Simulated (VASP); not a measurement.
# W (Pm-3n) in VASP: further runs

Runs on W. Level: PBEsol. Tasks: single point.

Everything below comes from runs of VASP 6.6.1. Logs are shortened: lines on timing, memory, paths and dates and some standing lists are left out, and cuts for length are marked.

## Step 1: The cell of the first run

It takes space group Pm-3n (No. 223, cubic). Conventional cell: a = 5.032 Å, b = 5.032 Å, c = 5.032 Å, α = 90.00°, β = 90.00°, γ = 90.00°. Within 3.3 Å of W (site symmetry -4m2) lie 14 W at 2.52 to 3.08 Å. Within 3.7 Å of W (site symmetry m-3) lie 12 W at 2.81 Å.

## Step 2: Single point, PBEsol

INCAR reads:

```
PREC = Accurate
ENCUT = 520
EDIFF = 1E-6
ISMEAR = 0
SIGMA = 0.05
LREAL = F
LASPH = T
NELM = 60
ALGO = Normal
ISIF = 2
LWAVE = F
LCHARG = F
GGA = PS
NBANDS = 66
```

KPOINTS reads:

```
regular mesh
0
Gamma
  9 9 9
```

POSCAR reads:

```
W
1.0
    5.0316530551      0.0000000000      0.0000000000
    0.0000000000      5.0316530551      0.0000000000
    0.0000000000      0.0000000000      5.0316530551
W
8
Direct
    0.5000000000      0.2500000000      0.0000000000
    0.5000000000      0.7500000000      0.0000000000
    0.7500000000      0.0000000000      0.5000000000
    0.2500000000      0.0000000000      0.5000000000
    0.0000000000      0.5000000000      0.7500000000
    0.0000000000      0.5000000000      0.2500000000
    0.5000000000      0.5000000000      0.5000000000
    0.0000000000      0.0000000000      0.0000000000
```

Potentials or basis: VASP PAW PBE potentials, release 64 (W_sv).

Run with:

```console
cat potpaw_PBE.64/W_sv/POTCAR > POTCAR
mpirun -np 1 vasp_std > vasp.out
```

OUTCAR:

```text
PREC = Accurate
   ENCUT = 520
   EDIFF = 1E-6
   ISMEAR = 0
   LREAL = F
   LASPH = T
   NELM = 60
   ISIF = 2
   GGA = PS

 ion  position               nearest neighbor table
   1  0.500  0.250  0.000-   2 2.52   2 2.52   8 2.81   7 2.81   7 2.81   8 2.81   4 3.08   3 3.08
                             4 3.08   5 3.08   6 3.08   5 3.08   6 3.08   3 3.08
   2  0.500  0.750  0.000-   1 2.52   1 2.52   8 2.81   7 2.81   7 2.81   8 2.81   4 3.08   3 3.08
                             4 3.08   5 3.08   6 3.08   5 3.08   6 3.08   3 3.08
   3  0.750  0.000  0.500-   4 2.52   4 2.52   8 2.81   8 2.81   7 2.81   7 2.81   1 3.08   1 3.08
                             2 3.08   5 3.08   5 3.08   6 3.08   6 3.08   2 3.08
   4  0.250  0.000  0.500-   3 2.52   3 2.52   8 2.81   8 2.81   7 2.81   7 2.81   1 3.08   1 3.08
                             2 3.08   5 3.08   5 3.08   6 3.08   6 3.08   2 3.08
   5  0.000  0.500  0.750-   6 2.52   6 2.52   8 2.81   7 2.81   8 2.81   7 2.81   3 3.08   4 3.08
                             3 3.08   4 3.08   1 3.08   1 3.08   2 3.08   2 3.08
   6  0.000  0.500  0.250-   5 2.52   5 2.52   8 2.81   7 2.81   8 2.81   7 2.81   3 3.08   4 3.08
                             3 3.08   4 3.08   1 3.08   1 3.08   2 3.08   2 3.08
   7  0.500  0.500  0.500-   1 2.81   2 2.81   3 2.81   4 2.81   5 2.81   6 2.81   1 2.81   2 2.81
                             3 2.81   4 2.81   5 2.81   6 2.81
   8  0.000  0.000  0.000-   1 2.81   2 2.81   3 2.81   4 2.81   5 2.81   6 2.81   3 2.81   4 2.81
                             5 2.81   6 2.81   1 2.81   2 2.81

  LATTYP: Found a simple cubic cell.
 ALAT       =     5.0316530551

  Lattice vectors:

 A1 = (   5.0316530551,   0.0000000000,   0.0000000000)
 A2 = (   0.0000000000,   5.0316530551,   0.0000000000)
 A3 = (   0.0000000000,   0.0000000000,   5.0316530551)

Analysis of symmetry for initial positions (statically):
=====================================================================
 Subroutine PRICEL returns:
 Original cell was already a primitive cell.

 Routine SETGRP: Setting up the symmetry group for a
 simple cubic supercell.

 Subroutine GETGRP returns: Found 48 space group operations
 (whereof 24 operations were pure point group operations)
 out of a pool of 48 trial point group operations.

The static configuration has the point symmetry T_h .
 The point group associated with its full space group is O_h .

Analysis of symmetry for dynamics (positions and initial velocities):
=====================================================================
 Subroutine PRICEL returns:
 Original cell was already a primitive cell.

 Routine SETGRP: Setting up the symmetry group for a
 simple cubic supercell.

 Subroutine GETGRP returns: Found 48 space group operations
 (whereof 24 operations were pure point group operations)
 out of a pool of 48 trial point group operations.

The dynamic configuration has the point symmetry T_h .
 The point group associated with its full space group is O_h .

 Subroutine INISYM returns: Found 48 space group operations
 (whereof 24 operations are pure point group operations),
 and found     1 'primitive' translations

----------------------------------------------------------------------------------------

                                     Primitive cell

  volume of cell :     127.3890

  direct lattice vectors                    reciprocal lattice vectors
     5.031653055  0.000000000  0.000000000     0.198741843  0.000000000  0.000000000
     0.000000000  5.031653055  0.000000000     0.000000000  0.198741843  0.000000000
     0.000000000  0.000000000  5.031653055     0.000000000  0.000000000  0.198741843

  length of vectors
     5.031653055  5.031653055  5.031653055     0.198741843  0.198741843  0.198741843

  position of ions in fractional coordinates (direct lattice)
     0.500000000  0.250000000  0.000000000
     0.500000000  0.750000000  0.000000000
     0.750000000  0.000000000  0.500000000
     0.250000000  0.000000000  0.500000000
     0.000000000  0.500000000  0.750000000
     0.000000000  0.500000000  0.250000000
     0.500000000  0.500000000  0.500000000
     0.000000000  0.000000000  0.000000000

  ion indices of the primitive-cell ions
   primitive index   ion index
                 1           1
                 2           2
                 3           3
                 4           4
                 5           5
                 6           6
                 7           7
                 8           8

----------------------------------------------------------------------------------------

 KPOINTS: regular mesh

Automatic generation of k-mesh.
 Grid dimensions read from file:
 generate k-points for:    9    9    9

 Generating k-lattice:

  Cartesian coordinates                     Fractional coordinates (reciprocal lattice)
     0.022082427  0.000000000  0.000000000     0.111111111  0.000000000  0.000000000
     0.000000000  0.022082427  0.000000000     0.000000000  0.111111111  0.000000000
     0.000000000  0.000000000  0.022082427     0.000000000  0.000000000  0.111111111

  Length of vectors
     0.022082427  0.022082427  0.022082427

  Shift w.r.t. Gamma in fractional coordinates (k-lattice)
     0.000000000  0.000000000  0.000000000

 Subroutine IBZKPT returns following result:
 ===========================================

 Found     35 irreducible k-points:

 Following reciprocal coordinates:
            Coordinates               Weight
  0.000000  0.000000  0.000000      1.000000
  0.111111  0.000000  0.000000      6.000000
  0.222222  0.000000  0.000000      6.000000
  0.333333  0.000000  0.000000      6.000000
  0.444444  0.000000  0.000000      6.000000
  0.111111  0.111111  0.000000     12.000000
[... 16 lines left out ...]
  0.333333  0.333333  0.111111     24.000000
  0.444444  0.333333  0.111111     48.000000
 [... further k-points ...]
   k-points           NKPTS =     35   k-points in BZ     NKDIM =     35   number of bands    NBANDS=     66
   number of dos      NEDOS =    301   number of ions     NIONS =      8
   total plane-waves  NPLWV =  64000
   dimension x,y,z NGX =    40 NGY =   40 NGZ =   40
   dimension x,y,z NGXF=    80 NGYF=   80 NGZF=   80
   ions per type =               8
   NGX,Y,Z   is equivalent  to a cutoff of  13.22, 13.22, 13.22 a.u.
   NGXF,Y,Z  is equivalent  to a cutoff of  26.43, 26.43, 26.43 a.u.
 SYSTEM =  unknown system
   PREC   = accura    normal or accurate (medium, high low for compatibility)
   ISTART =      0    job   : 0-new  1-cont  2-samecut
   ICHARG =      2    charge: 1-file 2-atom 10-const
   ISPIN  =      1    spin polarized calculation?
   LNONCOLLINEAR =      F non collinear calculations
   LSORBIT =      F    spin-orbit coupling
   LASPH  =      T    aspherical Exc in radial PAW
   ENCUT  =  520.0 eV  38.22 Ry    6.18 a.u.   9.36  9.36  9.36*2*pi/ulx,y,z
   NELM   =     60;   NELMIN=  2; NELMDL= -5     # of ELM steps
   EDIFF  = 0.1E-05   stopping-criterion for ELM
   LREAL  =      F    real-space projection
   EDIFFG = 0.1E-04   stopping-criterion for IOM
   NSW    =      0    number of steps for IOM
   IBRION =     -1    ionic relax: 0-MD 1-quasi-New 2-CG
   NFREE  =      0    steps in history (QN), initial steepest desc. (CG)
   ISIF   =      2    stress and relaxation
   ISYM   =      2    0-nonsym 1-usesym 2-fastsym
   POTIM  = 0.5000    time-step for ionic-motion
   TEBEG  =    0.0;   TEEND  =   0.0 temperature during run
   PSTRESS=    0.0 pullay stress
   NELECT =     112.0000    total number of electrons
   NUPDOWN=      -1.0000    fix difference up-down
   EMIN   =  10.00;   EMAX   =-10.00  energy-range for DOS
   EFERMI =   0.00;   METHOD = LEGACY
   ISMEAR =     0;   SIGMA  =   0.05  broadening in eV -4-tet -1-fermi 0-gaus
   EFERMI_NEDOS =   21; number of points for ismear=-14 and -15
   IALGO  =     38    algorithm
   IMIX   =      4    mixing-type and parameters
     AMIX     =   0.40;   BMIX     =  1.00
     AMIX_MAG =   1.60;   BMIX_MAG =  1.00
  volume/ion in A,a.u.               =      15.92       107.46
  Fermi-wavevector in a.u.,A,eV,Ry     =   1.568328  2.963710 33.465595  2.459652
  Thomas-Fermi vector in A             =   2.670375
   LORBIT       =      0    0 simple, 1 ext, 2 COOP (PROOUT), +10 PAW based schemes
   GGA     = PS    functional components
   LHFCALC =     F    Hartree Fock is set to
   AEXX    =    0.0000 exact exchange contribution
   IVDW    =     0    specifies the selected vdW correction
   LEPSILON=     F    determine dielectric tensor
   LRPA    =     F    only Hartree local field effects (RPA)
 non-spin polarized calculation
 Gauss-broadening in eV      SIGMA  =   0.05
  energy-cutoff  :      520.00
  volume of cell :      127.39
 maximum number of plane-waves:      3451
 NGX is ok and might be reduce to    40
   NGX = 19   NGY = 19   NGZ = 19

 number of electron     111.9999961 magnetization

 Free energy of the ion-electron system (eV)
  ---------------------------------------------------
  ext. energy  EPLUGINS =         0.00000000
  ---------------------------------------------------
  free energy    TOTEN  =      -109.64555872 eV

  energy without entropy =     -109.64084014  energy(sigma->0) =     -109.64319943

 E-fermi :  10.9853     XC(G=0): -13.7209

 val. band max:       10.9782510738   @ k =   0.4444   0.3333   0.0000
 cond. band min:      11.0161884204   @ k =   0.3333   0.3333   0.0000
 fundamental gap:      0.0379373466
 Fermi energy:        10.9852670171

 k-point     1 :       0.0000    0.0000    0.0000
  band No.  band energies     occupation
      1     -63.0009      2.00000
      2     -62.9503      2.00000
      3     -62.9503      2.00000
      4     -62.7998      2.00000
      5     -62.7998      2.00000
      6     -62.7998      2.00000
[... 58 lines left out ...]
     65      12.8402      0.00000
     66      13.9925      0.00000

 k-point     2 :       0.1111    0.0000    0.0000
  band No.  band energies     occupation
      1     -62.9980      2.00000
      2     -62.9512      2.00000
      3     -62.9470      2.00000
      4     -62.8049      2.00000
      5     -62.7998      2.00000
      6     -62.7998      2.00000
[... 58 lines left out ...]
     65      13.6591      0.00000
     66      13.8667      0.00000

 k-point     3 :       0.2222    0.0000    0.0000
  band No.  band energies     occupation
      1     -62.9906      2.00000
      2     -62.9538      2.00000
      3     -62.9367      2.00000
      4     -62.8196      2.00000
      5     -62.7998      2.00000
      6     -62.7998      2.00000
[... 1438 lines left out ...]
     65      13.5439      0.00000
     66      13.9523      0.00000

 k-point    24 :       0.4444    0.3333    0.1111
  band No.  band energies     occupation
      1     -62.9599      2.00000
      2     -62.9275      2.00000
      3     -62.8952      2.00000
      4     -62.8682      2.00000
      5     -62.8409      2.00000
      6     -62.8048      2.00000
[... 58 lines left out ...]
     65      13.3776      0.00000
     66      13.9779      0.00000

 [... further k-points ...]

------------------------ aborting loop because EDIFF is reached ----------------------------------------

  FORCE on cell =-STRESS in cart. coord.  units (eV):
  Direction    XX          YY          ZZ          XY          YZ          ZX
  --------------------------------------------------------------------------------------
  -------------------------------------------------------------------------------------
  Total        0.8142525      0.8142525      0.8142525      0.0000000      0.0000000      0.0000000
  in kB       10.2408879     10.2408879     10.2408879      0.0000000      0.0000000      0.0000000
  external PRESSURE =      10.2408879 kB  Pullay stress =       0.0000000 kB

 VOLUME and BASIS-vectors are now :
 -----------------------------------------------------------------------------
  energy-cutoff  :      520.00
  volume of cell :      127.39
      direct lattice vectors                 reciprocal lattice vectors
     5.031653055  0.000000000  0.000000000     0.198741843  0.000000000  0.000000000
     0.000000000  5.031653055  0.000000000     0.000000000  0.198741843  0.000000000
     0.000000000  0.000000000  5.031653055     0.000000000  0.000000000  0.198741843

 POSITION                                       TOTAL-FORCE (eV/Angst)
 -----------------------------------------------------------------------------------
      2.51583      1.25791      0.00000        -0.000000      0.000000     -0.000000
      2.51583      3.77374      0.00000         0.000000     -0.000000      0.000000
      3.77374      0.00000      2.51583         0.000000     -0.000000      0.000000
      1.25791      0.00000      2.51583        -0.000000      0.000000     -0.000000
      0.00000      2.51583      3.77374        -0.000000     -0.000000      0.000000
      0.00000      2.51583      1.25791        -0.000000     -0.000000      0.000000
      2.51583      2.51583      2.51583         0.000000      0.000000      0.000000
      0.00000      0.00000      0.00000         0.000000      0.000000      0.000000
 -----------------------------------------------------------------------------------
    total drift:                                0.000000     -0.000000      0.000000

  FREE ENERGIE OF THE ION-ELECTRON SYSTEM (eV)
  ---------------------------------------------------
  free  energy   TOTEN  =      -109.6455587209 eV

  energy  without entropy=     -109.6408401378  energy(sigma->0) =     -109.64319943
```

Run time: 6.5 min. Hardware: 1 thread of Intel Xeon 8259CL, shared host; peak memory 0.36 GiB.

Results:

```
Free energy            : -109.6456 eV
Pressure               : 1.0 GPa
Band gap on the k mesh : zero (bands 56 and 57 overlap by 0.80 eV)
```

Caveat: the PAW data sets were made with another functional, which shifts forces and pressure a little; spin-orbit coupling is left out, which moves the levels of the heavy elements.

## Step 3: Single point, PBEsol

This run uses another cell than the first one, of 16.42 Å³/atom.

INCAR reads:

```
PREC = Accurate
ENCUT = 520
EDIFF = 1E-7
ISMEAR = 0
SIGMA = 0.05
LREAL = False
LASPH = True
NELM = 80
ALGO = Normal
ISIF = 2
LWAVE = False
LCHARG = True
GGA = PS
LELF = True
LVHAR = True
NBANDS = 66
```

KPOINTS is that of step 2.

Edit POSCAR of step 2 so:

```diff
@@ -2,5 +2,5 @@
 1.0
-    5.0316530551      0.0000000000      0.0000000000
-    0.0000000000      5.0316530551      0.0000000000
-    0.0000000000      0.0000000000      5.0316530551
+    5.0830000000      0.0000000000      0.0000000000
+    0.0000000000      5.0830000000      0.0000000000
+    0.0000000000      0.0000000000      5.0830000000
 W
```

Potentials or basis: VASP PAW PBE potentials, release 64 (W_sv).

Run with:

```console
cat potpaw_PBE.64/W_sv/POTCAR > POTCAR
mpirun -np 1 vasp_std > vasp.out
```

It took 7 min on 1 thread of Intel Xeon 8259CL, shared host; peak memory 0.36 GiB.

It converged, with:

* Free energy: -109.5563 eV
* Pressure: -8.2 GPa
* Band gap on the k mesh: zero (bands 56 and 57 overlap by 0.73 eV)

Levels at points of the mesh, in eV from the Fermi level:
| k point | band 54 | band 55 | band 56 | band 57 | band 58 | band 59 |
| --- | --- | --- | --- | --- | --- | --- |
| (0.00, 0.00, 0.00) | -1.45 | -0.46 | -0.46 | -0.46 | 1.59 | 1.59 |

Caveat: the cell stands under tension; the PAW data sets were made with another functional, which shifts forces and pressure a little; spin-orbit coupling is left out, which moves the levels of the heavy elements.
